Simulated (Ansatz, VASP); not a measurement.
## GaN: VASP beside Ansatz

```
CELL_PARAMETERS angstrom
2.34247 2.34247 0.00000
-2.34247 2.34247 0.00000
0.00000 0.00000 4.40181
ATOMIC_POSITIONS crystal
Ga 0.00000 0.00000 0.00000
Ga 0.50000 0.50000 0.50000
N 0.50000 0.00000 0.25000
N 0.00000 0.50000 0.75000
```

Alike in both runs: task single point; functional PBE; k mesh 8 × 8 × 6; occupations gaussian, width 0.02 eV; no spin polarisation.

|  | VASP | Ansatz |
| --- | --- | --- |
| version | VASP 6.6.1 | Ansatz 0.2.0 |
| potentials or method | VASP PAW PBE potentials, release 64 (Ga_d, N), cutoff 520 eV | scalar-relativistic, plane waves, PAW |
| valence electrons in the cell | 36 | 36 |

Ansatz gave:

```
gap on the k mesh at the Fermi level (eV)                     : 1.19
least direct gap on the mesh (eV)                             : 1.19
pressure (GPa)                                                : -4.5
traceless stress, the component that is largest in VASP (GPa) : 4.50
```

Question: Estimate VASP's values.

Answer: gap on the k mesh at the Fermi level (eV): 1.20; least direct gap on the mesh (eV): 1.20; pressure (GPa): -4.4; traceless stress, the component that is largest in VASP (GPa): 4.49.

With one functional, cell and mesh, what is left measures potentials, basis and numerics.
